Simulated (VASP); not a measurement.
# InSb (I-4m2) in VASP: further runs, part 2 of 3

VASP 6.6.1.

**6. Single point, PBE (strain +0.0175 x Voigt [0, 0, 1, 0, 0, 0])**

Contents of INCAR:

```
PREC     = Accurate       # precision mode
ENCUT    = 520            # plane-wave cutoff, eV
EDIFF    = 1E-6           # SCF threshold, eV
ISMEAR   = 0              # smearing method
SIGMA    = 0.15           # smearing width, eV
LREAL    = False          # projectors in reciprocal space
LASPH    = True           # aspherical terms in the spheres
NELM     = 100            # most SCF steps
ALGO     = Normal         # electronic algorithm
ISIF     = 2              # what is computed and relaxed
LWAVE    = False          # write WAVECAR
LCHARG   = True           # write CHGCAR
GGA      = PE             # functional
LELF     = True           # ELF
LVHAR    = True         
NBANDS   = 16             # bands
```

Contents of KPOINTS:

```
regular mesh
0
Gamma
  12 12 12
```

Contents of POSCAR:

```
InSb
1.0
    0.0000000000      3.2391000000      3.2957842500
    3.2391000000      0.0000000000      3.2957842500
    3.2391000000      3.2391000000      0.0000000000
In Sb
1 1
Direct
    0.0000000000      0.0000000000      0.0000000000
    0.7500000000      0.7500000000      0.7500000000
```

Potentials or basis: VASP PAW PBE potentials, release 64 (In_d, Sb).

Launch:

```sh
$ cat potpaw_PBE.64/In_d/POTCAR potpaw_PBE.64/Sb/POTCAR > POTCAR
$ mpirun -np 1 vasp_std > vasp.out
```

OUTCAR:

```text
PREC = Accurate
   ENCUT = 520
   EDIFF = 1E-6
   ISMEAR = 0
   LREAL = False
   LASPH = True
   NELM = 100
   ISIF = 2
   GGA = PE

 ion  position               nearest neighbor table
   1  0.000  0.000  0.000-   2 2.82   2 2.82   2 2.82   2 2.82
   2  0.750  0.750  0.750-   1 2.82   1 2.82   1 2.82   1 2.82

  LATTYP: Found a body centered tetragonal cell.
 ALAT       =     4.5807791499
 C/A-ratio  =     1.4389622997

  Lattice vectors:

 A1 = (  -3.2391000000,   0.0000000000,   3.2957842500)
 A2 = (   3.2391000000,   0.0000000000,   3.2957842500)
 A3 = (   0.0000000000,   3.2391000000,  -3.2957842500)

Analysis of symmetry for initial positions (statically):
=====================================================================
 Subroutine PRICEL returns:
 Original cell was already a primitive cell.

 Routine SETGRP: Setting up the symmetry group for a
 body centered tetragonal supercell.

 Subroutine GETGRP returns: Found  8 space group operations
 (whereof  8 operations were pure point group operations)
 out of a pool of 16 trial point group operations.

The static configuration has the point symmetry D_2d.

Analysis of symmetry for dynamics (positions and initial velocities):
=====================================================================
 Subroutine PRICEL returns:
 Original cell was already a primitive cell.

 Routine SETGRP: Setting up the symmetry group for a
 body centered tetragonal supercell.

 Subroutine GETGRP returns: Found  8 space group operations
 (whereof  8 operations were pure point group operations)
 out of a pool of 16 trial point group operations.

The dynamic configuration has the point symmetry D_2d.

 Subroutine INISYM returns: Found  8 space group operations
 (whereof  8 operations are pure point group operations),
 and found     1 'primitive' translations

----------------------------------------------------------------------------------------

                                     Primitive cell

  volume of cell :      69.1572

  direct lattice vectors                    reciprocal lattice vectors
     0.000000000  3.239100000  3.295784250    -0.154363867  0.154363867  0.151708960
     3.239100000  0.000000000  3.295784250     0.154363867 -0.154363867  0.151708960
     3.239100000  3.239100000  0.000000000     0.154363867  0.154363867 -0.151708960

  length of vectors
     4.621034801  4.621034801  4.580779150     0.265842087  0.265842087  0.265842087

  position of ions in fractional coordinates (direct lattice)
     0.000000000  0.000000000  0.000000000
     0.750000000  0.750000000  0.750000000

  ion indices of the primitive-cell ions
   primitive index   ion index
                 1           1
                 2           2

----------------------------------------------------------------------------------------

 KPOINTS: regular mesh

Automatic generation of k-mesh.
 Grid dimensions read from file:
 generate k-points for:   12   12   12

 Generating k-lattice:

  Cartesian coordinates                     Fractional coordinates (reciprocal lattice)
    -0.012863656  0.012863656  0.012642413     0.083333333  0.000000000  0.000000000
     0.012863656 -0.012863656  0.012642413     0.000000000  0.083333333  0.000000000
     0.012863656  0.012863656 -0.012642413     0.000000000  0.000000000  0.083333333

  Length of vectors
     0.022153507  0.022153507  0.022153507

  Shift w.r.t. Gamma in fractional coordinates (k-lattice)
     0.000000000  0.000000000  0.000000000

 Subroutine IBZKPT returns following result:
 ===========================================

 Found    163 irreducible k-points:

 Following reciprocal coordinates:
            Coordinates               Weight
  0.000000  0.000000  0.000000      1.000000
  0.083333 -0.000000  0.000000      8.000000
  0.166667 -0.000000  0.000000      8.000000
  0.250000 -0.000000  0.000000      8.000000
  0.333333 -0.000000  0.000000      8.000000
  0.416667 -0.000000  0.000000      8.000000
[... 16 lines left out ...]
  0.500000  0.166667  0.000000      8.000000
 -0.416667  0.166667  0.000000      8.000000
 [... further k-points ...]
   k-points           NKPTS =    163   k-points in BZ     NKDIM =    163   number of bands    NBANDS=     16
   number of dos      NEDOS =    301   number of ions     NIONS =      2
   total plane-waves  NPLWV =  46656
   dimension x,y,z NGX =    36 NGY =   36 NGZ =   36
   dimension x,y,z NGXF=    72 NGYF=   72 NGZF=   72
   ions per type =               1   1
   NGX,Y,Z   is equivalent  to a cutoff of  12.95, 12.95, 13.07 a.u.
   NGXF,Y,Z  is equivalent  to a cutoff of  25.90, 25.90, 26.13 a.u.
 SYSTEM =  unknown system
   PREC   = accura    normal or accurate (medium, high low for compatibility)
   ISTART =      0    job   : 0-new  1-cont  2-samecut
   ICHARG =      2    charge: 1-file 2-atom 10-const
   ISPIN  =      1    spin polarized calculation?
   LNONCOLLINEAR =      F non collinear calculations
   LSORBIT =      F    spin-orbit coupling
   LASPH  =      T    aspherical Exc in radial PAW
   ENCUT  =  520.0 eV  38.22 Ry    6.18 a.u.   8.59  8.59  8.52*2*pi/ulx,y,z
   NELM   =    100;   NELMIN=  2; NELMDL= -5     # of ELM steps
   EDIFF  = 0.1E-05   stopping-criterion for ELM
   LREAL  =      F    real-space projection
   EDIFFG = 0.1E-04   stopping-criterion for IOM
   NSW    =      0    number of steps for IOM
   IBRION =     -1    ionic relax: 0-MD 1-quasi-New 2-CG
   NFREE  =      0    steps in history (QN), initial steepest desc. (CG)
   ISIF   =      2    stress and relaxation
   ISYM   =      2    0-nonsym 1-usesym 2-fastsym
   POTIM  = 0.5000    time-step for ionic-motion
   TEBEG  =    0.0;   TEEND  =   0.0 temperature during run
   PSTRESS=    0.0 pullay stress
   NELECT =      18.0000    total number of electrons
   NUPDOWN=      -1.0000    fix difference up-down
   EMIN   =  10.00;   EMAX   =-10.00  energy-range for DOS
   EFERMI =   0.00;   METHOD = LEGACY
   ISMEAR =     0;   SIGMA  =   0.15  broadening in eV -4-tet -1-fermi 0-gaus
   EFERMI_NEDOS =   21; number of points for ismear=-14 and -15
   IALGO  =     38    algorithm
   IMIX   =      4    mixing-type and parameters
     AMIX     =   0.40;   BMIX     =  1.00
     AMIX_MAG =   1.60;   BMIX_MAG =  1.00
  volume/ion in A,a.u.               =      34.58       233.35
  Fermi-wavevector in a.u.,A,eV,Ry     =   1.045249  1.975235 14.864989  1.092546
  Thomas-Fermi vector in A             =   2.180037
   LORBIT       =      0    0 simple, 1 ext, 2 COOP (PROOUT), +10 PAW based schemes
   GGA     = PE    functional components
   LHFCALC =     F    Hartree Fock is set to
   AEXX    =    0.0000 exact exchange contribution
   IVDW    =     0    specifies the selected vdW correction
   LEPSILON=     F    determine dielectric tensor
   LRPA    =     F    only Hartree local field effects (RPA)
 non-spin polarized calculation
 Gauss-broadening in eV      SIGMA  =   0.15
  energy-cutoff  :      520.00
  volume of cell :       69.16
 maximum number of plane-waves:      1887
   NGX = 17   NGY = 17   NGZ = 17

 number of electron      17.9999995 magnetization

 Free energy of the ion-electron system (eV)
  ---------------------------------------------------
  ext. energy  EPLUGINS =         0.00000000
  ---------------------------------------------------
  free energy    TOTEN  =        -6.92590100 eV

  energy without entropy =       -6.92565613  energy(sigma->0) =       -6.92577857

 E-fermi :   5.0502     XC(G=0):  -8.6137

 val. band max:        4.9558853217   @ k =   0.0000   0.0000   0.0000
 cond. band min:       5.4323833597   @ k =   0.5000  -0.0000   0.0000
 fundamental gap:      0.4764980381
 Fermi energy:         5.0502469685

 k-point     1 :       0.0000    0.0000    0.0000
  band No.  band energies     occupation
      1      -9.6451      2.00000
      2      -9.6414      2.00000
      3      -9.6414      2.00000
      4      -9.5635      2.00000
      5      -9.5610      2.00000
      6      -5.6833      2.00000
[... 8 lines left out ...]
     15      13.0374      0.00000
     16      13.3012      0.00000

 k-point     2 :       0.0833   -0.0000    0.0000
  band No.  band energies     occupation
      1      -9.6463      2.00000
      2      -9.6417      2.00000
      3      -9.6400      2.00000
      4      -9.5636      2.00000
      5      -9.5610      2.00000
      6      -5.6215      2.00000
[... 8 lines left out ...]
     15      12.5527      0.00000
     16      12.7629      0.00000
[... 387 lines left out ...]
      5      -9.5614      2.00000
      6      -4.2582      2.00000
[... 8 lines left out ...]
     15      13.8354      0.00000
     16      14.1331      0.00000

 k-point    24 :      -0.4167    0.1667    0.0000
  band No.  band energies     occupation
      1      -9.6918      2.00000
      2      -9.6220      2.00000
      3      -9.6185      2.00000
      4      -9.5631      2.00000
      5      -9.5614      2.00000
      6      -4.2112      2.00000
[... 8 lines left out ...]
     15      13.1353      0.00000
     16      13.4261      0.00000

 [... further k-points ...]
[... 5 lines left out ...]
  --------------------------------------------------------------------------------------
  -------------------------------------------------------------------------------------
  Total        1.0386524      1.0386524      0.8377617      0.0000000      0.0000000      0.0000000
  in kB       24.0626430     24.0626430     19.4085725      0.0000000      0.0000000      0.0000000
  external PRESSURE =      22.5112862 kB  Pullay stress =       0.0000000 kB

 VOLUME and BASIS-vectors are now :
 -----------------------------------------------------------------------------
  energy-cutoff  :      520.00
  volume of cell :       69.16
      direct lattice vectors                 reciprocal lattice vectors
     0.000000000  3.239100000  3.295784250    -0.154363867  0.154363867  0.151708960
     3.239100000  0.000000000  3.295784250     0.154363867 -0.154363867  0.151708960
     3.239100000  3.239100000  0.000000000     0.154363867  0.154363867 -0.151708960

 POSITION                                       TOTAL-FORCE (eV/Angst)
 -----------------------------------------------------------------------------------
      0.00000      0.00000      0.00000        -0.000000     -0.000000     -0.000000
      4.85865      4.85865      4.94368         0.000000      0.000000      0.000000
 -----------------------------------------------------------------------------------
    total drift:                               -0.000000     -0.000000      0.000000

  FREE ENERGIE OF THE ION-ELECTRON SYSTEM (eV)
  ---------------------------------------------------
  free  energy   TOTEN  =        -6.9259010033 eV

  energy  without entropy=       -6.9256561271  energy(sigma->0) =       -6.92577857
```

It took 1.8 min on 1 thread of AMD EPYC 9R45 (Zen 5), shared host; peak memory 0.31 GiB.

Results:

* Free energy: -6.9259 eV
* Pressure: 2.3 GPa
* Band gap on the k mesh: zero (filled and empty bands touch)

Stress tensor (GPa, compression positive):
```
2.41 0.00 0.00
0.00 2.41 0.00
0.00 0.00 1.94
```

Levels at points of the mesh, in eV from the Fermi level:
```tsv
k point	band 7	band 8	band 9	band 10	band 11	band 12
(0.00, 0.00, 0.00)	-0.41	-0.18	-0.09	-0.09	2.83	2.83
(0.50, 0.00, 0.00)	-5.66	-1.16	-1.05	0.38	3.65	3.73
(0.50, 0.50, 0.00)	-6.02	-2.27	-2.27	1.30	1.31	7.92
(0.50, 0.00, 0.50)	-5.94	-2.36	-2.35	1.17	1.23	7.89
```

Caveat: the cell differs from its parent crystal (strain +0.0175 x Voigt [0, 0, 1, 0, 0, 0]); spin-orbit coupling is left out, which moves the levels of the heavy elements.

(Continued in part 3 of 3.)
